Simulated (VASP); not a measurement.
# CdTe2 (Pnnm) in VASP: single point with PBE

Aim: the single point of CdTe2 with PBE.

Everything below comes from runs of VASP 6.6.1. Logs are shortened: lines on timing, memory, paths and dates and some standing lists are left out, and cuts for length are marked.

### 1 The cell of the first run

The structure is orthorhombic, space group Pnnm (No. 58). The conventional cell has a = 5.910 Å, b = 7.379 Å, c = 4.558 Å, α = 90.00°, β = 90.00°, γ = 90.00°. Within 4.0 Å of Cd (site symmetry 2/m) lie 6 Te at 3.04 to 3.08 Å. Within 3.7 Å of Te (site symmetry m) lie 1 Te at 2.79 Å and 3 Cd at 3.04 to 3.08 Å.

### 2 Single point, PBE

INCAR

```
ALGO = Normal ; EDIFF = 1E-6
ENCUT = 520 ; GGA = PE
ISIF = 2 ; ISMEAR = 0
LASPH = T ; LCHARG = F
LREAL = F ; LWAVE = F
NBANDS = 33 ; NELM = 100
PREC = Accurate ; SIGMA = 0.1
```

KPOINTS

```
k-points
0
Gamma
  6 6 8
```

POSCAR

```
CdTe2
1.0
    5.9098554593      0.0000000000      0.0000000000
    0.0000000000      7.3789492836      0.0000000000
    0.0000000000      0.0000000000      4.5582676755
Cd Te
2 4
Direct
    0.0000000000      0.0000000000      0.0000000000
    0.5000000000      0.5000000000      0.5000000000
    0.1905391299      0.3888070847      0.0000000000
    0.8094608701      0.6111929153      0.0000000000
    0.6905391299      0.1111929153      0.5000000000
    0.3094608701      0.8888070847      0.5000000000
```

Potentials or basis: VASP PAW PBE potentials, release 64 (Cd, Te).

Started as:

```
cat potpaw_PBE.64/Cd/POTCAR potpaw_PBE.64/Te/POTCAR > POTCAR
mpirun -np 1 vasp_std > vasp.out
```

OUTCAR:

```text
EDIFF = 1E-6
   ENCUT = 520
   GGA = PE
   ISIF = 2
   ISMEAR = 0
   LASPH = T
   LREAL = F
   NELM = 100
   PREC = Accurate

 ion  position               nearest neighbor table
   1  0.000  0.000  0.000-   5 3.04   6 3.04   5 3.04   6 3.04   3 3.08   4 3.08
   2  0.500  0.500  0.500-   3 3.04   4 3.04   3 3.04   4 3.04   5 3.08   6 3.08
   3  0.191  0.389  0.000-   4 2.79   2 3.04   2 3.04   1 3.08
   4  0.809  0.611  0.000-   3 2.79   2 3.04   2 3.04   1 3.08
   5  0.691  0.111  0.500-   6 2.79   1 3.04   1 3.04   2 3.08
   6  0.309  0.889  0.500-   5 2.79   1 3.04   1 3.04   2 3.08

  LATTYP: Found a simple orthorhombic cell.
 ALAT       =     4.5582676755
 B/A-ratio  =     1.2965134740
 C/A-ratio  =     1.6188056097

  Lattice vectors:

 A1 = (   0.0000000000,   0.0000000000,   4.5582676755)
 A2 = (   5.9098554593,   0.0000000000,   0.0000000000)
 A3 = (   0.0000000000,   7.3789492836,   0.0000000000)

Analysis of symmetry for initial positions (statically):
=====================================================================
 Subroutine PRICEL returns:
 Original cell was already a primitive cell.

 Routine SETGRP: Setting up the symmetry group for a
 simple orthorhombic supercell.

 Subroutine GETGRP returns: Found  8 space group operations
 (whereof  4 operations were pure point group operations)
 out of a pool of  8 trial point group operations.

The static configuration has the point symmetry C_2h.
 The point group associated with its full space group is D_2h.

Analysis of symmetry for dynamics (positions and initial velocities):
=====================================================================
 Subroutine PRICEL returns:
 Original cell was already a primitive cell.

 Routine SETGRP: Setting up the symmetry group for a
 simple orthorhombic supercell.

 Subroutine GETGRP returns: Found  8 space group operations
 (whereof  4 operations were pure point group operations)
 out of a pool of  8 trial point group operations.

The dynamic configuration has the point symmetry C_2h.
 The point group associated with its full space group is D_2h.

 Subroutine INISYM returns: Found  8 space group operations
 (whereof  4 operations are pure point group operations),
 and found     1 'primitive' translations

----------------------------------------------------------------------------------------

                                     Primitive cell

  volume of cell :     198.7793

  direct lattice vectors                    reciprocal lattice vectors
     5.909855459  0.000000000  0.000000000     0.169208876  0.000000000  0.000000000
     0.000000000  7.378949284  0.000000000     0.000000000  0.135520650  0.000000000
     0.000000000  0.000000000  4.558267675     0.000000000  0.000000000  0.219381588

  length of vectors
     5.909855459  7.378949284  4.558267675     0.169208876  0.135520650  0.219381588

  position of ions in fractional coordinates (direct lattice)
     0.000000000  0.000000000  0.000000000
     0.500000000  0.500000000  0.500000000
     0.190539130  0.388807085  0.000000000
     0.809460870  0.611192915  0.000000000
     0.690539130  0.111192915  0.500000000
     0.309460870  0.888807085  0.500000000

  ion indices of the primitive-cell ions
   primitive index   ion index
                 1           1
                 2           2
                 3           3
                 4           4
                 5           5
                 6           6

----------------------------------------------------------------------------------------

 KPOINTS: k-points

Automatic generation of k-mesh.
 Grid dimensions read from file:
 generate k-points for:    6    6    8

 Generating k-lattice:

  Cartesian coordinates                     Fractional coordinates (reciprocal lattice)
     0.028201479  0.000000000  0.000000000     0.166666667  0.000000000  0.000000000
     0.000000000  0.022586775  0.000000000     0.000000000  0.166666667  0.000000000
     0.000000000  0.000000000  0.027422698     0.000000000  0.000000000  0.125000000

  Length of vectors
     0.028201479  0.022586775  0.027422698

  Shift w.r.t. Gamma in fractional coordinates (k-lattice)
     0.000000000  0.000000000  0.000000000

 Subroutine IBZKPT returns following result:
 ===========================================

 Found     80 irreducible k-points:

 Following reciprocal coordinates:
            Coordinates               Weight
  0.000000  0.000000  0.000000      1.000000
  0.166667  0.000000  0.000000      2.000000
  0.333333  0.000000  0.000000      2.000000
  0.500000  0.000000  0.000000      1.000000
  0.000000  0.166667  0.000000      2.000000
  0.166667  0.166667  0.000000      4.000000
[... 16 lines left out ...]
  0.333333  0.166667  0.125000      8.000000
  0.500000  0.166667  0.125000      4.000000
 [... further k-points ...]
   k-points           NKPTS =     80   k-points in BZ     NKDIM =     80   number of bands    NBANDS=     33
   number of dos      NEDOS =    301   number of ions     NIONS =      6
   total plane-waves  NPLWV =  96768
   dimension x,y,z NGX =    48 NGY =   56 NGZ =   36
   dimension x,y,z NGXF=    96 NGYF=  112 NGZF=   72
   ions per type =               2   4
   NGX,Y,Z   is equivalent  to a cutoff of  13.50, 12.62, 13.13 a.u.
   NGXF,Y,Z  is equivalent  to a cutoff of  27.01, 25.23, 26.26 a.u.
 SYSTEM =  unknown system
   PREC   = accura    normal or accurate (medium, high low for compatibility)
   ISTART =      0    job   : 0-new  1-cont  2-samecut
   ICHARG =      2    charge: 1-file 2-atom 10-const
   ISPIN  =      1    spin polarized calculation?
   LNONCOLLINEAR =      F non collinear calculations
   LSORBIT =      F    spin-orbit coupling
   LASPH  =      T    aspherical Exc in radial PAW
   ENCUT  =  520.0 eV  38.22 Ry    6.18 a.u.  10.99 13.72  8.48*2*pi/ulx,y,z
   NELM   =    100;   NELMIN=  2; NELMDL= -5     # of ELM steps
   EDIFF  = 0.1E-05   stopping-criterion for ELM
   LREAL  =      F    real-space projection
   EDIFFG = 0.1E-04   stopping-criterion for IOM
   NSW    =      0    number of steps for IOM
   IBRION =     -1    ionic relax: 0-MD 1-quasi-New 2-CG
   NFREE  =      0    steps in history (QN), initial steepest desc. (CG)
   ISIF   =      2    stress and relaxation
   ISYM   =      2    0-nonsym 1-usesym 2-fastsym
   POTIM  = 0.5000    time-step for ionic-motion
   TEBEG  =    0.0;   TEEND  =   0.0 temperature during run
   PSTRESS=    0.0 pullay stress
   NELECT =      48.0000    total number of electrons
   NUPDOWN=      -1.0000    fix difference up-down
   EMIN   =  10.00;   EMAX   =-10.00  energy-range for DOS
   EFERMI =   0.00;   METHOD = LEGACY
   ISMEAR =     0;   SIGMA  =   0.10  broadening in eV -4-tet -1-fermi 0-gaus
   EFERMI_NEDOS =   21; number of points for ismear=-14 and -15
   IALGO  =     38    algorithm
   IMIX   =      4    mixing-type and parameters
     AMIX     =   0.40;   BMIX     =  1.00
     AMIX_MAG =   1.60;   BMIX_MAG =  1.00
  volume/ion in A,a.u.               =      33.13       223.57
  Fermi-wavevector in a.u.,A,eV,Ry     =   1.019447  1.926476 14.140169  1.039273
  Thomas-Fermi vector in A             =   2.152962
   LORBIT       =      0    0 simple, 1 ext, 2 COOP (PROOUT), +10 PAW based schemes
   GGA     = PE    functional components
   LHFCALC =     F    Hartree Fock is set to
   AEXX    =    0.0000 exact exchange contribution
   IVDW    =     0    specifies the selected vdW correction
   LEPSILON=     F    determine dielectric tensor
   LRPA    =     F    only Hartree local field effects (RPA)
 non-spin polarized calculation
 Gauss-broadening in eV      SIGMA  =   0.10
  energy-cutoff  :      520.00
  volume of cell :      198.78
 maximum number of plane-waves:      5400
 NGX is ok and might be reduce to    48
   NGX = 21   NGY = 27   NGZ = 17

 number of electron      48.0000013 magnetization

 Free energy of the ion-electron system (eV)
  ---------------------------------------------------
  ext. energy  EPLUGINS =         0.00000000
  ---------------------------------------------------
  free energy    TOTEN  =       -15.15822728 eV

  energy without entropy =      -15.15536896  energy(sigma->0) =      -15.15679812

 E-fermi :   4.1596     XC(G=0):  -8.9798

 val. band max:        4.1228919945   @ k =   0.3333   0.1667   0.0000
 cond. band min:       4.1714557237   @ k =   0.0000   0.5000   0.0000
 fundamental gap:      0.0485637292
 Fermi energy:         4.1595869785

 k-point     1 :       0.0000    0.0000    0.0000
  band No.  band energies     occupation
      1      -8.4495      2.00000
      2      -7.8131      2.00000
      3      -6.0034      2.00000
      4      -5.8191      2.00000
      5      -4.5827      2.00000
      6      -4.5264      2.00000
[... 25 lines left out ...]
     32       9.1059      0.00000
     33       9.6949      0.00000

 k-point     2 :       0.1667    0.0000    0.0000
  band No.  band energies     occupation
      1      -8.3747      2.00000
      2      -7.7924      2.00000
      3      -6.0921      2.00000
      4      -6.0052      2.00000
      5      -4.5288      2.00000
      6      -4.5285      2.00000
[... 25 lines left out ...]
     32       8.9639      0.00000
     33       9.4497      0.00000

 k-point     3 :       0.3333    0.0000    0.0000
  band No.  band energies     occupation
      1      -8.1713      2.00000
      2      -7.7865      2.00000
      3      -6.3222      2.00000
      4      -6.2876      2.00000
      5      -4.5334      2.00000
      6      -4.5329      2.00000
[... 25 lines left out ...]
     32       9.0180      0.00000
     33       9.0181      0.00000

 k-point     4 :       0.5000    0.0000    0.0000
  band No.  band energies     occupation
      1      -7.9230      2.00000
      2      -7.9230      2.00000
      3      -6.4272      2.00000
      4      -6.4272      2.00000
      5      -4.5355      2.00000
      6      -4.5355      2.00000
[... 673 lines left out ...]
     32       8.9153      0.00000
     33       9.3324      0.00000

 k-point    23 :       0.3333    0.1667    0.1250
  band No.  band energies     occupation
      1      -8.1085      2.00000
      2      -7.7973      2.00000
      3      -6.3247      2.00000
      4      -6.2813      2.00000
      5      -4.5338      2.00000
      6      -4.5092      2.00000
[... 25 lines left out ...]
     32       9.1386      0.00000
     33       9.2574      0.00000

 k-point    24 :       0.5000    0.1667    0.1250
  band No.  band energies     occupation
      1      -7.8970      2.00000
      2      -7.8970      2.00000
      3      -6.4126      2.00000
      4      -6.4126      2.00000
      5      -4.5240      2.00000
      6      -4.5240      2.00000
[... 25 lines left out ...]
     32       8.7639      0.00000
     33       9.3526      0.00000

 [... further k-points ...]
[... 5 lines left out ...]
  --------------------------------------------------------------------------------------
  -------------------------------------------------------------------------------------
  Total        0.1528958      0.1115458      0.1312197      0.0000000      0.0000000      0.0000000
  in kB        1.2323521      0.8990681      1.0576410      0.0000000      0.0000000      0.0000000
  external PRESSURE =       1.0630204 kB  Pullay stress =       0.0000000 kB

 VOLUME and BASIS-vectors are now :
 -----------------------------------------------------------------------------
  energy-cutoff  :      520.00
  volume of cell :      198.78
      direct lattice vectors                 reciprocal lattice vectors
     5.909855459  0.000000000  0.000000000     0.169208876  0.000000000  0.000000000
     0.000000000  7.378949284  0.000000000     0.000000000  0.135520650  0.000000000
     0.000000000  0.000000000  4.558267675     0.000000000  0.000000000  0.219381588

 POSITION                                       TOTAL-FORCE (eV/Angst)
 -----------------------------------------------------------------------------------
      0.00000      0.00000      0.00000         0.000000      0.000000      0.000000
      2.95493      3.68947      2.27913         0.000000      0.000000      0.000000
      1.12606      2.86899      0.00000         0.009862     -0.001540     -0.000000
      4.78380      4.50996      0.00000        -0.009862      0.001540      0.000000
      4.08099      0.82049      2.27913         0.009862      0.001540     -0.000000
      1.82887      6.55846      2.27913        -0.009862     -0.001540      0.000000
 -----------------------------------------------------------------------------------
    total drift:                                0.000000     -0.000000     -0.000000

  FREE ENERGIE OF THE ION-ELECTRON SYSTEM (eV)
  ---------------------------------------------------
  free  energy   TOTEN  =       -15.1582272800 eV

  energy  without entropy=      -15.1553689580  energy(sigma->0) =      -15.15679812
```

Wall time 3 min (1 thread of Intel Xeon Platinum 8481C at 2.70GHz (Sapphire Rapids), shared host); peak memory 0.6 GiB.

What came out:

```
Free energy            : -15.1582 eV
Pressure               : 0.1 GPa
Largest force          : 0.010 eV/Å
Band gap on the k mesh : zero (band 24 reaches 4.20 eV, above the bottom of band 25 at 4.02 eV)
```

Forces in eV/Å, atoms in the order of the input:
```
Cd   0.000  0.000  0.000
Cd   0.000  0.000  0.000
Te   0.010 -0.002  0.000
Te  -0.010  0.002  0.000
Te   0.010  0.002  0.000
Te  -0.010 -0.002  0.000
```

Levels at points of the mesh, in eV from the Fermi level:
```
           k point  band 22  band 23  band 24  band 25  band 26  band 27
(0.00, 0.00, 0.00)    -0.52    -0.21     0.03     0.92     1.09     1.79
(0.50, 0.00, 0.00)    -1.01    -0.89    -0.89     0.49     0.49     1.78
(0.00, 0.50, 0.00)    -2.07     0.01     0.01     0.45     0.45     2.37
(0.50, 0.50, 0.00)    -1.34    -1.27    -1.27     1.06     1.06     1.62
(0.00, 0.00, 0.50)    -1.73    -1.70    -1.70     0.87     0.87     1.38
(0.50, 0.00, 0.50)    -3.19    -0.13    -0.13     1.16     1.16     3.07
(0.00, 0.50, 0.50)    -2.09    -1.47    -1.47     0.61     0.61     1.86
(0.50, 0.50, 0.50)    -1.72    -0.89    -0.89     0.45     0.45     2.56
```

Caveat: spin-orbit coupling is left out, which moves the levels of the heavy elements.
